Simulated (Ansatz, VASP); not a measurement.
One calculation of PbSe, two programs

The input INCAR:

```
PREC = Accurate ; ENCUT = 520
EDIFF = 1E-8 ; ISMEAR = -1
SIGMA = 0.01 ; LREAL = F
LASPH = T ; NELM = 80
ALGO = Normal ; ISIF = 2
LWAVE = F ; LCHARG = F
GGA = PE ; LEFG = T
NBANDS = 17
```

File KPOINTS:

```
regular mesh
0
Gamma
  9 9 9
```

File POSCAR:

```
PbSe
1.0
    0.0000000000      3.0824297301      3.0824297301
    3.0824297301      0.0000000000      3.0824297301
    3.0824297301      3.0824297301      0.0000000000
Pb Se
1 1
Direct
    0.0000000000      0.0000000000      0.0000000000
    0.5000000000      0.5000000000      0.5000000000
```

Input for Ansatz:

```yaml
crystal:
  lattice:
    - [0.0, 3.0824297301, 3.0824297301]
    - [3.0824297301, 0.0, 3.0824297301]
    - [3.0824297301, 3.0824297301, 0.0]
  atoms:
    - { symbol: Pb, position: [0.0, 0.0, 0.0] }
    - { symbol: Se, position: [0.5, 0.5, 0.5] }
kpoints:
  mp_grid: { grid: [9, 9, 9] }
scf:
  occupations: { method: fermi_dirac, width: 0.01 }
hamiltonian:
  xc: pbe
  pseudopotentials: { kind: paw }
output:
  forces: true
  stress: true
  eigenvalues: true
  efg: { contact_densities: true }
```

Change from the starting cell: volume scaled by 1.02, PAW files.

Alike in both runs: task electric field gradients; functional PBE; k mesh 9 × 9 × 9; occupations fermi-dirac, width 0.01 eV; no spin polarisation.

|  | VASP | Ansatz |
| --- | --- | --- |
| version | VASP 6.6.1 | Ansatz 0.2.0 |
| potentials or method | VASP PAW PBE potentials, release 64 (Pb_d, Se) | PAW with Ansatz's default frozen-core files, scalar-relativistic |
| plane-wave cutoff (eV) | 520 | 420 |
| valence electrons in the cell | 20 | 30 |

|  | VASP | Ansatz | Ansatz less VASP |
| --- | --- | --- | --- |
| pressure (GPa) | 1.2 | 1.3 | +0.01 |

VASP's potentials hold 20 valence electrons a cell and Ansatz's 30, so a difference there can come from the potentials and not from the codes.

Spin-orbit coupling is off throughout.
